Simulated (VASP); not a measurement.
V:

```xyz
2
Lattice="-2.3690 2.3690 1.2935 2.3690 -2.3690 1.2935 2.3690 2.3690 -1.2935" Properties=species:S:1:pos:R:3 pbc="T T T"
V     0.0000    0.0000    0.0000
V     0.0000    2.3690    0.6467
```

* Program: VASP 6.6.1
* Task: relaxation of cell and atoms
* Functional: PBE
* Potentials or basis: VASP PAW PBE potentials, release 64 (V_sv)
* Cutoff: 500 eV
* k mesh: 14 × 14 × 9
* Occupations: fermi-dirac, width 0.1 eV
* Spin: no spin polarisation

At the start: pressure -4.8 GPa; volume 14.52 Å³/atom.

Q: How do energy, volume and symmetry change on relaxing?

A: Over 5 steps the energy falls by 8.3 meV/atom and the volume is 14.04 Å³/atom (-3.3 %); space group I4_1/amd (No. 141, to 0.1 Å) before and after.

The path:
| step | energy change (eV) | largest force (eV/Å) | pressure (GPa) | volume (Å³) |
| --- | --- | --- | --- | --- |
| 1 | 0.0000 | 0.0003 | -4.81 | 29.04 |
| 2 | -0.0028 | 0.0028 | 5.10 | 27.24 |
| 3 | -0.0154 | 0.0012 | 0.12 | 28.07 |
| 4 | -0.0163 | 0.0014 | 0.04 | 28.08 |
| 5 | -0.0165 | 0.0015 | 0.00 | 28.08 |

Final structure:
```cif
data_structure
_symmetry_space_group_name_H-M 'P 1'
_symmetry_Int_Tables_number 1
_cell_length_a 3.5406
_cell_length_b 3.5406
_cell_length_c 3.5397
_cell_angle_alpha 97.653
_cell_angle_beta 97.653
_cell_angle_gamma 137.185
_cell_volume 28.08
loop_
_atom_site_label
_atom_site_type_symbol
_atom_site_fract_x
_atom_site_fract_y
_atom_site_fract_z
_atom_site_occupancy
V1 V 0.00001 0.99999 0.00000 1
V2 V 0.74999 0.25001 0.50000 1
```
